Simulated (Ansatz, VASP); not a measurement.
**Al3BSb2: VASP beside Ansatz**

```
Al B Sb
1.0
     3.92224    0.00000    0.00000
    -1.96112    3.39676    0.00000
     0.00000    0.00000   10.53677
Al B Sb
3 1 2
Direct
  0.66667 0.33333 0.97184
  0.00000 0.00000 0.18492
  0.33333 0.66667 0.57652
  0.00000 0.00000 0.98774
  0.66667 0.33333 0.70553
  0.33333 0.66667 0.32346
```

Alike in both runs: functional PBE; k mesh 5 × 5 × 2; occupations gaussian, width 0.2 eV; no spin polarisation.

Ansatz relaxed the structure, and its values are those at the end. VASP's run is a single point on that final structure, the one shown.

|  | VASP | Ansatz |
| --- | --- | --- |
| version | VASP 6.6.1 | Ansatz 0.2.0 |
| potentials or method | VASP PAW PBE potentials, release 64 (Al, B, Sb), cutoff 500 eV | scalar-relativistic, plane waves, PAW |
| valence electrons in the cell | 22 | 42 |

```tsv
	VASP	Ansatz	Ansatz less VASP
gap on the k mesh at the Fermi level (eV)	none	none	-
pressure (GPa)	0.6	0.5	-0.13
rms of the force components (eV/Å)	0.023	0.012	-0.0100
```

A gap of «none» marks a metal or a gap that the smearing closes. VASP's potentials hold 22 valence electrons a cell and Ansatz's 42, so a difference there can come from the potentials and not from the codes.

The k mesh is coarse, so the values compare programs but aren't converged. Spin-orbit coupling is off throughout.
